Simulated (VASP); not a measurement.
The system is BeS4.

```
Be S
1.0
     4.77061    0.00000    0.00000
    -2.38530    4.13147    0.00000
     0.00000    0.00000    5.02886
Be S
1 4
Direct
  0.00000 0.00000 0.00000
  0.33333 0.66667 0.69250
  0.33333 0.66667 0.30750
  0.66667 0.33333 0.30750
  0.66667 0.33333 0.69250
```

The cell was built from a structure type or drawn by symmetry, and may not be a known phase.

* Program: VASP 6.6.1
* Task: relaxation of cell and atoms
* Functional: PBE
* Potentials or basis: VASP PAW PBE potentials, release 64 (Be, S)
* Cutoff: 600 eV
* k mesh: 6 × 6 × 4
* Occupations: gaussian, width 0.1 eV
* Spin: no spin polarisation

At the start: pressure 3.0 GPa; volume 19.82 Å³/atom.

**Question.** Where does the relaxation end?

**Answer.** Over 6 steps the energy falls by 61.0 meV/atom and the volume is 22.13 Å³/atom (+11.6 %); space group P6/mmm (No. 191, to 0.1 Å) before and after.

The path:
```csv
step,energy change (eV),largest force (eV/Å),pressure (GPa),volume (Å³)
1,0.0000,0.2978,2.95,99.12
2,-0.1686,1.7475,4.90,104.28
3,-0.1883,1.1372,4.28,103.12
4,-0.3030,0.0125,0.25,109.39
5,-0.3039,0.1227,-0.12,110.08
6,-0.3051,0.0234,0.01,110.63
```

Final structure:
```
Be S
1.0
     5.09731    0.00000    0.00000
    -2.54865    4.41440    0.00000
     0.00000    0.00000    4.91635
Be S
1 4
Direct
  0.00000 0.00000 0.00000
  0.33333 0.66667 0.69414
  0.33333 0.66667 0.30586
  0.66667 0.33333 0.30586
  0.66667 0.33333 0.69414
```
